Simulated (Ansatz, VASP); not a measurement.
One calculation of AlCu3, two programs

File INCAR:

```
PREC = Accurate
ENCUT = 520
EDIFF = 1E-6
ISMEAR = 0
SIGMA = 0.1
LREAL = F
LASPH = T
NELM = 60
ALGO = Normal
ISIF = 2
LWAVE = F
LCHARG = T
GGA = PS
LELF = T
LVHAR = T
NBANDS = 26
```

KPOINTS

```
Automatic mesh
0
Gamma
  12 12 12
```

File POSCAR:

```
AlCu3
1.0
    3.5105049718      0.0000000000      0.0000000000
    0.0000000000      3.5105049718      0.0000000000
    0.0000000000      0.0000000000      3.5105049718
Al Cu
1 3
Direct
    0.0000000000      0.0000000000      0.0000000000
    0.5000000000      0.5000000000      0.0000000000
    0.5000000000      0.0000000000      0.5000000000
    0.0000000000      0.5000000000      0.5000000000
```

Input for Ansatz:

```yaml
crystal:
  lattice:
    - [3.5105049718, 0.0, 0.0]
    - [0.0, 3.5105049718, 0.0]
    - [0.0, 0.0, 3.5105049718]
  atoms:
    - { symbol: Al, position: [0.0, 0.0, 0.0] }
    - { symbol: Cu, position: [0.5, 0.5, 0.0] }
    - { symbol: Cu, position: [0.5, 0.0, 0.5] }
    - { symbol: Cu, position: [0.0, 0.5, 0.5] }
basis:
  ecutwfc: 420
kpoints:
  mp_grid: { grid: [12, 12, 12] }
hamiltonian:
  xc: pbesol
scf:
  occupations: { method: gaussian, width: 0.1 }
output:
  forces: true
  stress: true
  eigenvalues: true
  populations: true
```

Alike in both runs: task single point; functional PBEsol; k mesh 12 × 12 × 12; occupations gaussian, width 0.1 eV; no spin polarisation.

|  | VASP | Ansatz |
| --- | --- | --- |
| version | VASP 6.6.1 | Ansatz 0.2.0 |
| potentials or method | VASP PAW PBE potentials, release 64 (Al, Cu), cutoff 520 eV | scalar-relativistic, plane waves, PAW |
| valence electrons in the cell | 36 | 60 |

|  | VASP | Ansatz | Ansatz less VASP |
| --- | --- | --- | --- |
| gap on the k mesh at the Fermi level (eV) | none | none | - |
| pressure (GPa) | 20.2 | 19.7 | -0.42 |

VASP's potentials were made for PBE, not for PBEsol. A gap of «none» marks a metal or a gap that the smearing closes. VASP's potentials hold 36 valence electrons a cell and Ansatz's 60, so a difference there can come from the potentials and not from the codes.
